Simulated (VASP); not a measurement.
# Te2Mo (P6_3/mmc) in VASP: a series of runs

Te2Mo is run at these levels: r2SCAN+D3(BJ), r2SCAN; tasks: single point.

Everything below comes from runs of VASP 6.6.1. Logs are shortened: lines on timing, memory, paths and dates and some standing lists are left out, and cuts for length are marked.

**What was measured.**

“Broadband infrared study of pressure-tunable Fano resonance and metallization transition in 2H-MoTe2”, 2022, pmc:9569381 quotes, for a bulk crystal of Te2Mo at 300 K: band gap 0.88 ± 0.05 eV (indirect).

How close the calculation comes is told below.

## (1) The cell of the first run

Symmetry: P6_3/mmc, No. 194, hexagonal system. Conventional cell: a = 3.564 Å, b = 3.564 Å, c = 14.720 Å, α = 90.00°, β = 90.00°, γ = 120.00°. Te (site symmetry 3m) has 3 Mo at 2.73 Å and 7 Te at 3.56 to 3.58 Å within 3.6 Å. Mo (site symmetry -6m2) has 6 Te at 2.73 Å and 6 Mo at 3.56 Å within 3.6 Å.

## (2) Single point, r2SCAN+D3(BJ), collinear spin, ferromagnetic start

Contents of POSCAR:

```
Te2Mo
1.0
    3.5636797614      0.0000000000      0.0000000000
   -1.7818398807      3.0862372043      0.0000000000
    0.0000000000      0.0000000000     14.7197071926
Te Mo
4 2
Direct
    0.3333333333      0.6666666667      0.6284395073
    0.6666666667      0.3333333333      0.1284395073
    0.3333333333      0.6666666667      0.8715604927
    0.6666666667      0.3333333333      0.3715604927
    0.3333333333      0.6666666667      0.2500000000
    0.6666666667      0.3333333333      0.7500000000
```

Contents of INCAR.step1:

```
SYSTEM = Te2Mo
PREC = Accurate ; ENCUT = 520
ISMEAR = 0 ; SIGMA = 0.05
LREAL = .FALSE. ; LASPH = .TRUE.
NELM = 150 ; ISPIN = 2
MAGMOM = 0 0 0 0 2 2 ; LMAXMIX = 4
NBANDS = 39 ; GGA = PE
ALGO = Normal ; EDIFF = 1E-4
LWAVE = .TRUE. ; LCHARG = .FALSE.
```

Contents of INCAR.step2:

```
SYSTEM = Te2Mo
PREC = Accurate ; ENCUT = 520
EDIFF = 1E-6 ; ISMEAR = 0
SIGMA = 0.05 ; LREAL = .FALSE.
LASPH = .TRUE. ; NELM = 150
ALGO = Normal ; ISIF = 2
LWAVE = .FALSE. ; LCHARG = .FALSE.
ISPIN = 2 ; MAGMOM = 0 0 0 0 2 2
LORBIT = 11 ; LMAXMIX = 4
METAGGA = R2SCAN ; LMIXTAU = .TRUE.
IVDW = 12 ; VDW_S6 = 1.0
VDW_S8 = 0.78981345 ; VDW_A1 = 0.49484001
VDW_A2 = 5.73083694 ; NBANDS = 39
ISTART = 1
```

Contents of KPOINTS:

```
regular mesh
0
G
  8 8 2
  0 0 0
```

Potentials or basis: VASP PAW PBE potentials, release 64 (Te, Mo_sv).

Started as:

```
> cat potpaw_PBE.64/Te/POTCAR potpaw_PBE.64/Mo_sv/POTCAR > POTCAR
> cp INCAR.step1 INCAR
> mpirun -np 1 vasp_std > vasp.out
> cp INCAR.step2 INCAR
> mpirun -np 1 vasp_std > vasp.out
```

OUTCAR:

```text
SYSTEM = Te2Mo
   PREC = Accurate
   ENCUT = 520
   EDIFF = 1E-6
   ISMEAR = 0
   LREAL = .FALSE.
   LASPH = .TRUE.
   NELM = 150
   ISIF = 2
   ISPIN = 2
   LORBIT = 11
   METAGGA = R2SCAN
   IVDW = 12
   ISTART = 1
 IVDW          = 12

 ion  position               nearest neighbor table
   1  0.333  0.667  0.628-   6 2.73   6 2.73   6 2.73   3 3.58
   2  0.667  0.333  0.128-   5 2.73   5 2.73   5 2.73   4 3.58
   3  0.333  0.667  0.872-   6 2.73   6 2.73   6 2.73   1 3.58
   4  0.667  0.333  0.372-   5 2.73   5 2.73   5 2.73   2 3.58
   5  0.333  0.667  0.250-   2 2.73   4 2.73   2 2.73   4 2.73   2 2.73   4 2.73
   6  0.667  0.333  0.750-   1 2.73   3 2.73   1 2.73   3 2.73   1 2.73   3 2.73

  LATTYP: Found a hexagonal cell.
 ALAT       =     3.5636797614
 C/A-ratio  =     4.1304797788

  Lattice vectors:

 A1 = (   3.5636797614,   0.0000000000,   0.0000000000)
 A2 = (  -1.7818398807,   3.0862372043,   0.0000000000)
 A3 = (   0.0000000000,   0.0000000000,  14.7197071926)

Analysis of symmetry for initial positions (statically):
=====================================================================
 Subroutine PRICEL returns:
 Original cell was already a primitive cell.

 Routine SETGRP: Setting up the symmetry group for a
 hexagonal supercell.

 Subroutine GETGRP returns: Found 24 space group operations
 (whereof 12 operations were pure point group operations)
 out of a pool of 24 trial point group operations.

The static configuration has the point symmetry D_3d.
 The point group associated with its full space group is D_6h.

Analysis of symmetry for dynamics (positions and initial velocities):
=====================================================================
 Subroutine PRICEL returns:
 Original cell was already a primitive cell.

 Routine SETGRP: Setting up the symmetry group for a
 hexagonal supercell.

 Subroutine GETGRP returns: Found 24 space group operations
 (whereof 12 operations were pure point group operations)
 out of a pool of 24 trial point group operations.

The dynamic configuration has the point symmetry D_3d.
 The point group associated with its full space group is D_6h.

Analysis of structural, dynamic, and magnetic symmetry:
=====================================================================
 Subroutine PRICEL returns:
 Original cell was already a primitive cell.

 Routine SETGRP: Setting up the symmetry group for a
 hexagonal supercell.

 Subroutine GETGRP returns: Found 24 space group operations
 (whereof 12 operations were pure point group operations)
 out of a pool of 24 trial point group operations.

The overall configuration has the point symmetry D_3d.
 The point group associated with its full space group is D_6h.

 Subroutine INISYM returns: Found 24 space group operations
 (whereof 12 operations are pure point group operations),
 and found     1 'primitive' translations

----------------------------------------------------------------------------------------

                                     Primitive cell

  volume of cell :     161.8927

  direct lattice vectors                    reciprocal lattice vectors
     3.563679761  0.000000000  0.000000000     0.280608828  0.162009582  0.000000000
    -1.781839881  3.086237204  0.000000000     0.000000000  0.324019164  0.000000000
     0.000000000  0.000000000 14.719707193     0.000000000  0.000000000  0.067936134

  length of vectors
     3.563679761  3.563679761 14.719707193     0.324019164  0.324019164  0.067936134

  position of ions in fractional coordinates (direct lattice)
     0.333333333  0.666666667  0.628439507
     0.666666667  0.333333333  0.128439507
     0.333333333  0.666666667  0.871560493
     0.666666667  0.333333333  0.371560493
     0.333333333  0.666666667  0.250000000
     0.666666667  0.333333333  0.750000000

  ion indices of the primitive-cell ions
   primitive index   ion index
                 1           1
                 2           2
                 3           3
                 4           4
                 5           5
                 6           6

----------------------------------------------------------------------------------------

 KPOINTS: regular mesh

Automatic generation of k-mesh.
 Grid dimensions read from file:
 generate k-points for:    8    8    2

 Generating k-lattice:

  Cartesian coordinates                     Fractional coordinates (reciprocal lattice)
     0.035076103  0.020251198  0.000000000     0.125000000 -0.000000000  0.000000000
     0.000000000  0.040502396  0.000000000     0.000000000  0.125000000  0.000000000
     0.000000000  0.000000000  0.033968067     0.000000000  0.000000000  0.500000000

  Length of vectors
     0.040502396  0.040502396  0.033968067

  Shift w.r.t. Gamma in fractional coordinates (k-lattice)
     0.000000000  0.000000000  0.000000000

 Subroutine IBZKPT returns following result:
 ===========================================

 Found     20 irreducible k-points:

 Following reciprocal coordinates:
            Coordinates               Weight
  0.000000  0.000000  0.000000      1.000000
  0.125000 -0.000000  0.000000      6.000000
  0.250000 -0.000000  0.000000      6.000000
  0.375000  0.000000  0.000000      6.000000
  0.500000 -0.000000  0.000000      3.000000
  0.125000  0.125000  0.000000      6.000000
[... 12 lines left out ...]
  0.250000  0.250000  0.500000      6.000000
  0.375000  0.250000  0.500000      6.000000
   k-points           NKPTS =     20   k-points in BZ     NKDIM =     20   number of bands    NBANDS=     39
   number of dos      NEDOS =    301   number of ions     NIONS =      6
   total plane-waves  NPLWV =  87808
   dimension x,y,z NGX =    28 NGY =   28 NGZ =  112
   dimension x,y,z NGXF=    56 NGYF=   56 NGZF=  224
   ions per type =               4   2
   NGX,Y,Z   is equivalent  to a cutoff of  13.06, 13.06, 12.65 a.u.
   NGXF,Y,Z  is equivalent  to a cutoff of  26.12, 26.12, 25.30 a.u.
 SYSTEM =  Te2Mo
   PREC   = accura    normal or accurate (medium, high low for compatibility)
   ISTART =      1    job   : 0-new  1-cont  2-samecut
   ICHARG =      0    charge: 1-file 2-atom 10-const
   ISPIN  =      2    spin polarized calculation?
   LNONCOLLINEAR =      F non collinear calculations
   LSORBIT =      F    spin-orbit coupling
   LASPH  =      T    aspherical Exc in radial PAW
   ENCUT  =  520.0 eV  38.22 Ry    6.18 a.u.   6.63  6.63 27.37*2*pi/ulx,y,z
   NELM   =    150;   NELMIN=  2; NELMDL=  0     # of ELM steps
   EDIFF  = 0.1E-05   stopping-criterion for ELM
   LREAL  =      F    real-space projection
   EDIFFG = 0.1E-04   stopping-criterion for IOM
   NSW    =      0    number of steps for IOM
   IBRION =     -1    ionic relax: 0-MD 1-quasi-New 2-CG
   NFREE  =      0    steps in history (QN), initial steepest desc. (CG)
   ISIF   =      2    stress and relaxation
   ISYM   =      2    0-nonsym 1-usesym 2-fastsym
   POTIM  = 0.5000    time-step for ionic-motion
   TEBEG  =    0.0;   TEEND  =   0.0 temperature during run
   PSTRESS=    0.0 pullay stress
   NELECT =      52.0000    total number of electrons
   NUPDOWN=      -1.0000    fix difference up-down
   EMIN   =  10.00;   EMAX   =-10.00  energy-range for DOS
   EFERMI =   0.00;   METHOD = LEGACY
   ISMEAR =     0;   SIGMA  =   0.05  broadening in eV -4-tet -1-fermi 0-gaus
   EFERMI_NEDOS =   21; number of points for ismear=-14 and -15
   IALGO  =     38    algorithm
   IMIX   =      4    mixing-type and parameters
     AMIX     =   0.40;   BMIX     =  1.00
     AMIX_MAG =   1.60;   BMIX_MAG =  1.00
  volume/ion in A,a.u.               =      26.98       182.08
  Fermi-wavevector in a.u.,A,eV,Ry     =   1.121158  2.118682 17.102465  1.256996
  Thomas-Fermi vector in A             =   2.257810
   LORBIT       =     11    0 simple, 1 ext, 2 COOP (PROOUT), +10 PAW based schemes
   METAGGA = R2SCAN    functional components
   LHFCALC =     F    Hartree Fock is set to
   AEXX    =    0.0000 exact exchange contribution
   IVDW    =    12    specifies the selected vdW correction
   LEPSILON=     F    determine dielectric tensor
   LRPA    =     F    only Hartree local field effects (RPA)
 spin polarized calculation
 Gauss-broadening in eV      SIGMA  =   0.05
  energy-cutoff  :      520.00
  volume of cell :      161.89
 maximum number of plane-waves:      4410
 NGX is ok and might be reduce to    28
   NGX = 13   NGY = 13   NGZ = 55

 number of electron      52.0000002 magnetization      -0.0000000

 Free energy of the ion-electron system (eV)
  ---------------------------------------------------
  ext. energy  EPLUGINS =         0.00000000
  ---------------------------------------------------
  free energy    TOTEN  =      -155.66580665 eV

  energy without entropy =     -155.66580665  energy(sigma->0) =     -155.66580665

 E-fermi :   7.2927     XC(G=0): -10.5256

 val. band max:        6.9765163908   @ k =   0.0000   0.0000   0.0000
 cond. band min:       8.0954921762   @ k =   0.2500   0.1250   0.0000
 fundamental gap:      1.1189757854
 Fermi energy:         7.2926938385

 spin component 1

 k-point     1 :       0.0000    0.0000    0.0000
  band No.  band energies     occupation
      1     -55.7310      1.00000
      2     -55.7310      1.00000
      3     -29.1492      1.00000
      4     -29.1492      1.00000
      5     -29.0621      1.00000
      6     -29.0621      1.00000
[... 30 lines left out ...]
     37      14.1923      0.00000
     38      15.3618      0.00000

 k-point     2 :       0.1250   -0.0000    0.0000
  band No.  band energies     occupation
      1     -55.7296      1.00000
      2     -55.7296      1.00000
      3     -29.1451      1.00000
      4     -29.1451      1.00000
      5     -29.0804      1.00000
      6     -29.0804      1.00000
[... 730 lines left out ...]
 k-point    20 :       0.3750    0.2500    0.5000
  band No.  band energies     occupation
      1     -55.7207      1.00000
      2     -55.7207      1.00000
      3     -29.1653      1.00000
      4     -29.1653      1.00000
      5     -29.1279      1.00000
      6     -29.1279      1.00000
[... 30 lines left out ...]
     37      13.2685      0.00000
     38      13.2685      0.00000
 Fermi energy:         7.2926938385

 spin component 2

 k-point     1 :       0.0000    0.0000    0.0000
  band No.  band energies     occupation
      1     -55.7310      1.00000
      2     -55.7310      1.00000
      3     -29.1493      1.00000
      4     -29.1493      1.00000
      5     -29.0621      1.00000
      6     -29.0621      1.00000
[... 30 lines left out ...]
     37      14.1923      0.00000
     38      15.3617      0.00000

 k-point     2 :       0.1250   -0.0000    0.0000
  band No.  band energies     occupation
      1     -55.7297      1.00000
      2     -55.7296      1.00000
      3     -29.1451      1.00000
      4     -29.1451      1.00000
      5     -29.0804      1.00000
      6     -29.0804      1.00000
[... 730 lines left out ...]
 k-point    20 :       0.3750    0.2500    0.5000
  band No.  band energies     occupation
      1     -55.7207      1.00000
      2     -55.7207      1.00000
      3     -29.1653      1.00000
      4     -29.1653      1.00000
      5     -29.1279      1.00000
      6     -29.1279      1.00000
[... 30 lines left out ...]
     37      13.2684      0.00000
     38      13.2684      0.00000
 [bands above 38 left out]

------------------------ aborting loop because EDIFF is reached ----------------------------------------

 Edisp (eV)   -1.39321

 E8    (eV) :    -0.5075

  FORCE on cell =-STRESS in cart. coord.  units (eV):
  Direction    XX          YY          ZZ          XY          YZ          ZX
  --------------------------------------------------------------------------------------
  -------------------------------------------------------------------------------------
  Total      -1.34236    -1.34236    -1.19804     0.00000     0.00000     0.00000
  in kB     -13.28467   -13.28467   -11.85645     0.00000     0.00000     0.00000
  external pressure =      -12.81 kB  Pullay stress =        0.00 kB

 VOLUME and BASIS-vectors are now :
 -----------------------------------------------------------------------------
  energy-cutoff  :      520.00
  volume of cell :      161.89
      direct lattice vectors                 reciprocal lattice vectors
     3.563679761  0.000000000  0.000000000     0.280608828  0.162009582  0.000000000
    -1.781839881  3.086237204  0.000000000     0.000000000  0.324019164  0.000000000
     0.000000000  0.000000000 14.719707193     0.000000000  0.000000000  0.067936134

 POSITION                                       TOTAL-FORCE (eV/Angst)
 -----------------------------------------------------------------------------------
     -0.00000      2.05749      9.25045        -0.000000      0.000000     -0.033067
      1.78184      1.02875      1.89059        -0.000000     -0.000000     -0.033067
     -0.00000      2.05749     12.82912        -0.000000      0.000000      0.033067
      1.78184      1.02875      5.46926        -0.000000     -0.000000      0.033067
     -0.00000      2.05749      3.67993         0.000000      0.000000      0.000000
      1.78184      1.02875     11.03978        -0.000000     -0.000000      0.000000
 -----------------------------------------------------------------------------------
    total drift:                               -0.000000      0.000000     -0.000000

  FREE ENERGIE OF THE ION-ELECTRON SYSTEM (eV)
  ---------------------------------------------------
  free  energy   TOTEN  =      -157.0590190084 eV

  energy  without entropy=     -157.0590190084  energy(sigma->0) =     -157.05901901

 total charge

# of ion       s       p       d       tot
------------------------------------------
    1        1.391   2.014   0.062   3.467
    2        1.391   2.014   0.062   3.467
    3        1.391   2.014   0.062   3.467
    4        1.391   2.014   0.062   3.467
    5        2.246   6.146   3.937  12.329
    6        2.246   6.146   3.937  12.329
--------------------------------------------------
tot         10.055  20.349   8.122  38.526

 magnetization (x)

# of ion       s       p       d       tot
------------------------------------------
    1       -0.000   0.000   0.000   0.000
    2       -0.000   0.000   0.000   0.000
    3       -0.000   0.000   0.000   0.000
    4       -0.000   0.000   0.000   0.000
    5       -0.000   0.000  -0.000  -0.000
    6       -0.000   0.000  -0.000  -0.000
--------------------------------------------------
tot         -0.000   0.000  -0.000  -0.000
```

Run time: 13 min. Hardware: 1 thread of Intel Xeon 6975P-C, shared host; peak memory 0.51 GiB.

Results:

```yaml
Free_energy: -157.0590 eV
Pressure: -1.3 GPa
Largest_force: 0.033 eV/Å
Band_gap_on_the_k_mesh: 1.12 eV, indirect (least direct gap 1.26 eV)
Net_moment: 0.00 μB per cell
Valence_electrons_inside_the_program's_atomic_spheres: Te 3.47; Mo 12.33
Dispersion_energy_per_atom: -0.232 eV
```

Forces on the atoms (eV/Å):
```
Te   0.000  0.000 -0.033
Te   0.000  0.000 -0.033
Te   0.000  0.000  0.033
Te   0.000  0.000  0.033
Mo   0.000  0.000  0.000
Mo   0.000  0.000  0.000
```

Stress tensor (GPa, compression positive):
```
-1.33  0.00  0.00
 0.00 -1.33  0.00
 0.00  0.00 -1.19
```

Caveat: the PAW data sets were made with another functional, which shifts forces and pressure a little; spin-orbit coupling is left out, which moves the levels of the heavy elements.

(Continued in part 2 of 2.)
